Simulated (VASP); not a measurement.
Crystal: Be2SbP3.

```
Be Sb P
1.0
     6.62878    0.00000    0.00000
    -3.31439    5.74069    0.00000
     0.00000    0.00000    5.31762
Be Sb P
4 2 6
Direct
  0.00000 0.00000 0.00000
  0.00000 0.50000 0.00000
  0.50000 0.00000 0.00000
  0.50000 0.50000 0.00000
  0.66667 0.33333 0.64265
  0.33333 0.66667 0.35735
  0.83053 0.16947 0.21435
  0.83053 0.66107 0.21435
  0.33893 0.16947 0.21435
  0.66107 0.83053 0.78565
  0.16947 0.83053 0.78565
  0.16947 0.33893 0.78565
```

The cell was generated, and may not be a known phase.

* Program: VASP 6.6.1
* Task: relaxation of cell and atoms
* Functional: PBE
* Potentials or basis: VASP PAW PBE potentials, release 64 (Be, Sb, P)
* Cutoff: 600 eV
* k mesh: 3 × 3 × 4
* Occupations: gaussian, width 0.1 eV
* Spin: no spin polarisation

At the start: pressure -2.7 GPa; volume 16.86 Å³/atom.

Where does the relaxation end?

Over 17 steps the energy falls by 62.2 meV/atom and the volume is 17.36 Å³/atom (+2.9 %); space group P-3m1 (No. 164, to 0.1 Å) before and after.

The path:
| step | energy change (eV) | largest force (eV/Å) | pressure (GPa) | volume (Å³) |
| --- | --- | --- | --- | --- |
| 1 | 0.0000 | 1.2915 | -2.75 | 202.36 |
| 2 | -0.2764 | 1.1162 | 0.71 | 193.98 |
| 3 | -0.3175 | 0.9478 | 3.05 | 189.46 |
| 4 | -0.5141 | 0.5627 | 2.64 | 191.85 |
| 5 | -0.5640 | 0.0918 | 2.66 | 193.95 |
| 6 | -0.6385 | 0.2198 | -0.90 | 202.91 |
| 7 | -0.6396 | 0.2012 | -0.55 | 201.92 |
| 8 | -0.6785 | 0.2031 | -0.37 | 202.29 |
| 9 | -0.7050 | 0.2588 | -0.04 | 202.79 |
| 10 | -0.7053 | 0.2653 | 0.00 | 202.85 |
| 11 | -0.7198 | 0.1513 | 0.34 | 203.02 |
| 12 | -0.7308 | 0.0800 | 1.02 | 203.35 |
| 13 | -0.7384 | 0.0707 | 0.65 | 204.81 |
| 14 | -0.7435 | 0.0793 | -0.15 | 208.14 |
| 15 | -0.7438 | 0.0667 | -0.01 | 207.53 |
| 16 | -0.7449 | 0.0573 | -0.02 | 207.72 |
| 17 | -0.7467 | 0.0291 | -0.08 | 208.29 |

Final structure:
```
Be Sb P
1.0
     6.71047    0.00000    0.00000
    -3.35523    5.81144    0.00000
     0.00000    0.00000    5.34110
Be Sb P
4 2 6
Direct
  0.00000 0.00000 0.00000
  0.00000 0.50000 0.00000
  0.50000 0.00000 0.00000
  0.50000 0.50000 0.00000
  0.66667 0.33333 0.56516
  0.33333 0.66667 0.43484
  0.82465 0.17535 0.19915
  0.82465 0.64929 0.19915
  0.35071 0.17535 0.19915
  0.64929 0.82465 0.80085
  0.17535 0.82465 0.80085
  0.17535 0.35071 0.80085
```

Caveat: the k points lie up to 0.36 Å⁻¹ apart in the final cell, too coarse for converged energies and pressures of a metal.
